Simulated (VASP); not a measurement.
Set up this calculation in VASP 6.6.1, as the native input.

```yaml
Task: single point
Functional: r2SCAN
Potentials_or_basis: VASP PAW PBE potentials, release 64 (Sn_d, Se)
Cutoff: 520 eV
k_mesh: 6 × 6 × 4
Occupations: gaussian, width 0.05 eV
Spin: no spin polarisation
Dipole_correction: no
Further_INCAR_settings: ALGO = Normal; EDIFF = 1e-07; NBANDS = 28
```

SnSe, a slab with vacuum:

```
CELL_PARAMETERS angstrom
4.28609 0.00000 0.00000
0.00000 4.28609 0.09644
0.00000 0.24727 10.98985
ATOMIC_POSITIONS crystal
Sn 0.50000 0.00000 0.37139
Sn 0.00000 0.50000 0.62861
Se 0.50000 0.00000 0.61509
Se 0.00000 0.50000 0.38491
```

This cell differs from its parent crystal: strain +0.0450 x Voigt [0, 0, 0, 1, 0, 0].

These files were run (other wordings do the same):

POSCAR

```
SnSe
1.0
    4.2860948229      0.0000000000      0.0000000000
    0.0000000000      4.2860948229      0.0964371335
    0.0000000000      0.2472716019     10.9898489716
Sn Se
2 2
Direct
    0.5000000000      0.0000000000      0.3713940265
    0.0000000000      0.5000000000      0.6286059735
    0.5000000000      0.0000000000      0.6150878825
    0.0000000000      0.5000000000      0.3849121175
```

INCAR.step1

```
ALGO     = Normal         # electronic algorithm
EDIFF    = 1E-4           # SCF threshold, eV
ENCUT    = 520            # plane-wave cutoff, eV
GGA      = PE             # functional
ISMEAR   = 0              # smearing method
LASPH    = True           # aspherical terms in the spheres
LCHARG   = False          # write CHGCAR
LREAL    = False          # projectors in reciprocal space
LWAVE    = True           # write WAVECAR
NBANDS   = 28             # bands
NELM     = 60             # most SCF steps
PREC     = Accurate       # precision mode
SIGMA    = 0.05           # smearing width, eV
```

INCAR.step2

```
ALGO     = Normal         # electronic algorithm
EDIFF    = 1E-7           # SCF threshold, eV
ENCUT    = 520            # plane-wave cutoff, eV
ISIF     = 2              # what is computed and relaxed
ISMEAR   = 0              # smearing method
ISTART   = 1            
LASPH    = True           # aspherical terms in the spheres
LCHARG   = False          # write CHGCAR
LMIXTAU  = True         
LREAL    = False          # projectors in reciprocal space
LWAVE    = False          # write WAVECAR
METAGGA  = R2SCAN         # meta-GGA
NBANDS   = 28             # bands
NELM     = 60             # most SCF steps
PREC     = Accurate       # precision mode
SIGMA    = 0.05           # smearing width, eV
```

KPOINTS

```
k-points
0
Gamma
  6 6 4
```

Potentials or basis: VASP PAW PBE potentials, release 64 (Sn_d, Se).

Run with:

```console
$ cat potpaw_PBE.64/Sn_d/POTCAR potpaw_PBE.64/Se/POTCAR > POTCAR
$ cp INCAR.step1 INCAR
$ mpirun -np 1 vasp_std > vasp.out
$ cp INCAR.step2 INCAR
$ mpirun -np 1 vasp_std > vasp.out
```

Results of the run:

| Property | Result |
| --- | --- |
| Largest force | 0.159 eV/Å |
| Band gap on the k mesh | 1.76 eV |

Caveat: the cell differs from its parent crystal (strain +0.0450 x Voigt [0, 0, 0, 1, 0, 0]); there is no dipole correction, which matters where the two faces differ; the PAW data sets were made with another functional, which shifts forces and pressure a little; spin-orbit coupling is left out, which moves the levels of the heavy elements.

It took 42 min on 1 thread of Oxide Virtual Turin-like Processor, on a shared host, peak memory 0.46 GiB.
